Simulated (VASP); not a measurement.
**Re: single point with PBE**

Crystal: Re.

```
CELL_PARAMETERS angstrom
0.00000 1.97411 1.97411
1.97411 0.00000 1.97411
1.97411 1.97411 0.00000
ATOMIC_POSITIONS crystal
Re 0.00000 0.00000 0.00000
```

| Quantity | Value |
| --- | --- |
| Program | VASP 6.6.1 |
| Task | single point |
| Functional | PBE |
| Potentials or basis | VASP PAW PBE potentials, release 64 (Re) |
| Cutoff | 520 eV |
| k mesh | 8 × 8 × 8 |
| Occupations | gaussian, width 0.05 eV |
| Spin | no spin polarisation |
| Dipole correction | no |
| Further INCAR settings | ALGO = Fast; EDIFF = 1e-06; NBANDS = 10 |

```json
{
  "Pressure": "-9.8 GPa"
}
```

Levels at points of the mesh, in eV from the Fermi level:
```csv
k point,band 1,band 2,band 3,band 4,band 5,band 6,band 7,band 8,band 9
"(0.00, 0.00, 0.00)",-10.01,-1.99,-1.99,-1.99,1.00,1.00,13.65,19.09,19.09
"(0.50, 0.00, 0.00)",-6.76,-2.17,-2.17,-0.04,3.38,3.38,9.14,13.16,19.41
"(0.50, 0.50, 0.00)",-6.63,-5.80,2.42,3.33,4.07,4.07,11.73,11.73,12.06
```

It took 5.1 s on 1 thread of Intel Xeon 6975P-C (shared host), peak memory 0.14 GiB.

Caveat: spin-orbit coupling is left out, which moves the levels of the heavy elements.
